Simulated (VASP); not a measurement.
# Pd (Fd-3m) in VASP: further runs, part 2 of 2

VASP 6.6.1. Earlier steps stand in the parts before.

## 5. Single point, PBEsol, collinear spin (23.91 Å³/atom)

This run uses another cell than the first one, of 23.91 Å³/atom.

The input, INCAR:

```
SYSTEM = Pd
PREC = Accurate
ENCUT = 520
EDIFF = 1E-6
ISMEAR = -1
SIGMA = 0.05
LREAL = .False.
LASPH = .True.
NELM = 150
ALGO = Normal
ISIF = 2
LWAVE = .False.
LCHARG = .False.
ISPIN = 2
MAGMOM = -0.467 -0.467
LORBIT = 11
LMAXMIX = 4
GGA = PS
NBANDS = 21
```

The input, KPOINTS:

```
Automatic mesh
0
Gamma
  11 11 11
  0 0 0
```

The input, POSCAR:

```
Pd
1.0
    0.0000000000      2.8810131898      2.8810131898
    2.8810131898      0.0000000000      2.8810131898
    2.8810131898      2.8810131898      0.0000000000
Pd
2
Direct
    0.1250000000      0.1250000000      0.1250000000
    0.8750000000      0.8750000000      0.8750000000
```

Potentials or basis: VASP PAW PBE potentials, release 64 (Pd).

Command:

```console
cat potpaw_PBE.64/Pd/POTCAR > POTCAR
mpirun -np 1 vasp_std > vasp.out
```

OUTCAR:

```text
SYSTEM = Pd
   PREC = Accurate
   ENCUT = 520
   EDIFF = 1E-6
   ISMEAR = -1
   LREAL = .False.
   LASPH = .True.
   NELM = 150
   ISIF = 2
   ISPIN = 2
   LORBIT = 11
   GGA = PS

 ion  position               nearest neighbor table
   1  0.125  0.125  0.125-   2 2.50   2 2.50   2 2.50   2 2.50
   2  0.875  0.875  0.875-   1 2.50   1 2.50   1 2.50   1 2.50

  LATTYP: Found a face centered cubic cell.
 ALAT       =     5.7620263796

  Lattice vectors:

 A1 = (   0.0000000000,   2.8810131898,   2.8810131898)
 A2 = (   2.8810131898,   0.0000000000,   2.8810131898)
 A3 = (   2.8810131898,   2.8810131898,   0.0000000000)

Analysis of symmetry for initial positions (statically):
=====================================================================
 Subroutine PRICEL returns:
 Original cell was already a primitive cell.

 Routine SETGRP: Setting up the symmetry group for a
 face centered cubic supercell.

 Subroutine GETGRP returns: Found 48 space group operations
 (whereof 12 operations were pure point group operations)
 out of a pool of 48 trial point group operations.

The static configuration has the point symmetry D_3d.
 The point group associated with its full space group is O_h .

Analysis of symmetry for dynamics (positions and initial velocities):
=====================================================================
 Subroutine PRICEL returns:
 Original cell was already a primitive cell.

 Routine SETGRP: Setting up the symmetry group for a
 face centered cubic supercell.

 Subroutine GETGRP returns: Found 48 space group operations
 (whereof 12 operations were pure point group operations)
 out of a pool of 48 trial point group operations.

The dynamic configuration has the point symmetry D_3d.
 The point group associated with its full space group is O_h .

Analysis of structural, dynamic, and magnetic symmetry:
=====================================================================
 Subroutine PRICEL returns:
 Original cell was already a primitive cell.

 Routine SETGRP: Setting up the symmetry group for a
 face centered cubic supercell.

[... 143 lines left out ...]

 Free energy of the ion-electron system (eV)
  ---------------------------------------------------
  ext. energy  EPLUGINS =         0.00000000
  ---------------------------------------------------
  free energy    TOTEN  =        -9.25073174 eV

  energy without entropy =       -9.21389709  energy(sigma->0) =       -9.23231442

 E-fermi :   4.0002     XC(G=0): -10.2682

 val. band max:        3.9997249410   @ k =  -0.4545   0.4545   0.0000
 cond. band min:       4.0011991516   @ k =  -0.4545   0.3636   0.0000
 fundamental gap:      0.0014742106
 Fermi energy:         4.0001833136

 spin component 1

 k-point     1 :       0.0000    0.0000    0.0000
  band No.  band energies     occupation
      1      -0.6611      1.00000
      2       0.6964      1.00000
      3       0.6964      1.00000
      4       0.8282      1.00000
      5       0.8282      1.00000
      6       0.8282      1.00000
[... 565 lines left out ...]
     20      20.1816      0.00000
     21      22.5803      0.00000

 [... further k-points ...]

 spin component 2

 k-point     1 :       0.0000    0.0000    0.0000
  band No.  band energies     occupation
      1      -0.7236      1.00000
      2       0.4144      1.00000
      3       0.4144      1.00000
      4       0.5226      1.00000
      5       0.5226      1.00000
      6       0.5226      1.00000
[... 565 lines left out ...]
     20      20.0986      0.00000
     21      22.5021      0.00000

 [... further k-points ...]
[... 5 lines left out ...]
  --------------------------------------------------------------------------------------
  -------------------------------------------------------------------------------------
  Total       -0.9791896     -0.9791896     -0.9791896      0.0000000      0.0000000      0.0000000
  in kB      -32.8028553    -32.8028553    -32.8028553      0.0000000      0.0000000      0.0000000
  external PRESSURE =     -32.8028553 kB  Pullay stress =       0.0000000 kB

 VOLUME and BASIS-vectors are now :
 -----------------------------------------------------------------------------
  energy-cutoff  :      520.00
  volume of cell :       47.83
      direct lattice vectors                 reciprocal lattice vectors
     0.000000000  2.881013190  2.881013190    -0.173550056  0.173550056  0.173550056
     2.881013190  0.000000000  2.881013190     0.173550056 -0.173550056  0.173550056
     2.881013190  2.881013190  0.000000000     0.173550056  0.173550056 -0.173550056

 POSITION                                       TOTAL-FORCE (eV/Angst)
 -----------------------------------------------------------------------------------
      0.72025      0.72025      0.72025         0.000000      0.000000      0.000000
      5.04177      5.04177      5.04177        -0.000000     -0.000000     -0.000000
 -----------------------------------------------------------------------------------
    total drift:                               -0.000000      0.000000      0.000000

  FREE ENERGIE OF THE ION-ELECTRON SYSTEM (eV)
  ---------------------------------------------------
  free  energy   TOTEN  =        -9.2507317383 eV

  energy  without entropy=       -9.2138970947  energy(sigma->0) =       -9.23231442

 total charge

# of ion       s       p       d       tot
------------------------------------------
    1        0.494   0.310   8.498   9.302
    2        0.494   0.310   8.498   9.302
--------------------------------------------------
tot          0.988   0.621  16.996  18.604

 magnetization (x)

# of ion       s       p       d       tot
------------------------------------------
    1        0.004  -0.000  -0.478  -0.474
    2        0.004  -0.000  -0.478  -0.474
--------------------------------------------------
tot          0.009  -0.000  -0.956  -0.947
```

OSZICAR:

```text
N       E                     dE             d eps       ncg     rms          rms(c)
DAV:   1     0.104637010875E+03    0.10464E+03   -0.91295E+03  4704   0.847E+02
DAV:   2    -0.716212224219E+01   -0.11180E+03   -0.10299E+03  5259   0.201E+02
DAV:   3    -0.955162164545E+01   -0.23895E+01   -0.23685E+01  5595   0.311E+01
DAV:   4    -0.957420611165E+01   -0.22584E-01   -0.22581E-01  5457   0.290E+00
DAV:   5    -0.957474248607E+01   -0.53637E-03   -0.53637E-03  5592   0.510E-01    0.769E+00
DAV:   6    -0.928087841838E+01    0.29386E+00   -0.11690E+00  5160   0.795E+00    0.425E+00
DAV:   7    -0.925808129369E+01    0.22797E-01   -0.45999E-02  5085   0.161E+00    0.245E+00
DAV:   8    -0.925062124226E+01    0.74601E-02   -0.59193E-03  5653   0.512E-01    0.289E-01
DAV:   9    -0.925068269955E+01   -0.61457E-04   -0.17927E-04  5456   0.756E-02    0.788E-02
DAV:  10    -0.925072404650E+01   -0.41347E-04   -0.16341E-05  5527   0.237E-02    0.395E-02
DAV:  11    -0.925073021536E+01   -0.61689E-05   -0.12077E-05  5151   0.207E-02    0.173E-02
DAV:  12    -0.925073156255E+01   -0.13472E-05   -0.97839E-07  4009   0.738E-03    0.464E-03
DAV:  13    -0.925073173831E+01   -0.17576E-06   -0.14921E-07  2763   0.297E-03
   1 F= -.92507317E+01 E0= -.92323144E+01  d E =-.368346E-01  mag=    -0.9718
```

stdout:

```text
POSCAR found type information on POSCAR Pd
 POSCAR found :  1 types and       2 ions
 scaLAPACK will be used
 -----------------------------------------------------------------------------
|                                                                             |
|                                                                             |
|     You enforced a specific xc type in the INCAR file but a different       |
|     I HOPE YOU KNOW WHAT YOU ARE DOING!                                     |
|                                                                             |
 -----------------------------------------------------------------------------

 LDA part: xc-table for (Slater+PW92), standard interpolation
 POSCAR, INCAR and KPOINTS ok, starting setup
 FFT: planning ... GRIDC
 FFT: planning ... GRID_SOFT
 FFT: planning ... GRID
 WAVECAR not read
 entering main loop
```

Run time: 89 s. Hardware: 1 thread of Intel Xeon Platinum 8259CL at 2.50GHz (Skylake/Cascade Lake), shared host; peak memory 0.23 GiB.

What came out:

```
Free energy                                           : -9.2507 eV
Pressure                                              : -3.3 GPa
Net moment                                            : -0.97 μB per cell
Site moments                                          : Pd -0.47 μB
Valence electrons inside the program's atomic spheres : Pd 9.30
```

Caveat: the cell stands under tension; the PAW data sets were made with another functional, which shifts forces and pressure a little.

## 6. Single point, PBEsol, collinear spin (24.83 Å³/atom)

This run uses another cell than the first one, of 24.83 Å³/atom.

The input, INCAR:

```
ALGO     = Normal         # electronic algorithm
EDIFF    = 1E-6           # SCF threshold, eV
ENCUT    = 520            # plane-wave cutoff, eV
GGA      = PS             # functional
ISIF     = 2              # what is computed and relaxed
ISMEAR   = -1             # smearing method
ISPIN    = 2              # spin polarisation
LASPH    = True           # aspherical terms in the spheres
LCHARG   = False          # write CHGCAR
LMAXMIX  = 4              # l up to which the mixer works
LORBIT   = 11             # projections on sites
LREAL    = False          # projectors in reciprocal space
LWAVE    = False          # write WAVECAR
MAGMOM   = -0.467 -0.467  # initial moments
NBANDS   = 21             # bands
NELM     = 150            # most SCF steps
PREC     = Accurate       # precision mode
SIGMA    = 0.05           # smearing width, eV
```

The input, KPOINTS:

```
k-points
0
Gamma
  11 11 11
```

The input, POSCAR:

```
Pd
1.0
    0.0000000000      2.9174855830      2.9174855830
    2.9174855830      0.0000000000      2.9174855830
    2.9174855830      2.9174855830      0.0000000000
Pd
2
Direct
    0.1250000000      0.1250000000      0.1250000000
    0.8750000000      0.8750000000      0.8750000000
```

Potentials or basis: VASP PAW PBE potentials, release 64 (Pd).

Command:

```console
cat potpaw_PBE.64/Pd/POTCAR > POTCAR
mpirun -np 1 vasp_std > vasp.out
```

Wall time 69 s (1 thread of Intel Xeon Platinum 8259CL at 2.50GHz (Skylake/Cascade Lake), shared host); peak memory 0.25 GiB.

The run converged. Its results:

- Free energy: -9.2007 eV
- Pressure: -5.4 GPa
- Net moment: -0.95 μB per cell
- Site moments: Pd -0.47 μB
- Valence electrons inside the program's atomic spheres: Pd 9.26

Levels at points of the mesh, in eV from the Fermi level:
Spin up:
```
           k point  band 6  band 7  band 8  band 9  band 10  band 11  band 12  band 13  band 14  band 15
(0.00, 0.00, 0.00)   -3.01   -1.16   -1.16   -1.16    -0.04    -0.04    11.39    11.39    11.39    11.87
```
Spin down:
```tsv
k point	band 9	band 10	band 11	band 12	band 13	band 14
(0.00, 0.00, 0.00)	-1.50	-0.38	-0.38	11.29	11.29	11.29
```

Caveat: the cell stands under tension; the PAW data sets were made with another functional, which shifts forces and pressure a little.

## 7. Overview

| cell | gap on the mesh (eV) | pressure (GPa) | moment (μB) |
| --- | --- | --- | --- |
| a = 3.911 Å, angles 60.0°, 2 atoms | none | 7.9 | 0.99 |
| a = 3.967 Å, angles 60.0°, 2 atoms | none | 3.1 | 1.00 |
| a = 4.021 Å, angles 60.0°, 2 atoms | none | -0.5 | 0.99 |
| a = 4.074 Å, angles 60.0°, 2 atoms | none | -3.3 | 0.97 |
| a = 4.126 Å, angles 60.0°, 2 atoms | none | -5.4 | 0.95 |

Alike in all rows: task single point; level PBEsol; potentials or basis VASP PAW PBE potentials, release 64 (Pd); spin collinear; k mesh 11 × 11 × 11; cutoff (eV) 520; smearing fermi-dirac 0.05 eV.

Caveats: the PAW data sets were made with another functional, which shifts forces and pressure a little; the cell stands under pressure (at least some runs); the cell stands under tension (at least some runs).

Absolute energies hang on the potentials; compare differences alone.
